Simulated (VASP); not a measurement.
**K: single point with r2SCAN**

Crystal: K.

```xyz
1
Lattice="4.3857 0.0000 0.0000 0.0000 4.3857 0.0000 0.0000 0.0000 4.3857" Properties=species:S:1:pos:R:3 pbc="T T T"
K     0.0000    0.0000    0.0000
```

This isn't the form of K at room conditions, which is bcc.

```json
{
  "Program": "VASP 6.6.1",
  "Task": "single point",
  "Functional": "r2SCAN",
  "Potentials or basis": "VASP PAW PBE potentials, release 64 (K_sv)",
  "Cutoff": "520 eV",
  "k mesh": "12 × 12 × 12",
  "Occupations": "gaussian, width 0.15 eV",
  "Spin": "no spin polarisation"
}
```

* Pressure: -0.2 GPa
* Band gap on the k mesh: zero (an odd number of electrons rules out a gap without spin polarisation)

Levels at points of the mesh, in eV from the Fermi level:
```tsv
k point	band 1	band 2	band 3	band 4	band 5	band 6	band 7	band 8	band 9
(0.00, 0.00, 0.00)	-33.95	-16.62	-16.62	-16.62	-2.12	3.19	3.19	6.54	6.54
(0.50, 0.00, 0.00)	-33.95	-16.69	-16.62	-16.62	0.06	0.09	3.86	5.01	5.01
(0.50, 0.50, 0.00)	-33.95	-16.68	-16.68	-16.61	1.19	2.19	2.19	2.41	5.47
(0.50, 0.50, 0.50)	-33.94	-16.67	-16.67	-16.67	2.46	2.46	2.46	4.41	4.52
```

Run time: 4.8 min on 1 thread of Intel(R) Xeon(R) Platinum 8259CL CPU @ 2.50GHz (Skylake/Cascade Lake) (shared host), peak memory 0.25 GiB.

Caveat: the PAW data sets were made with another functional, which shifts forces and pressure a little.
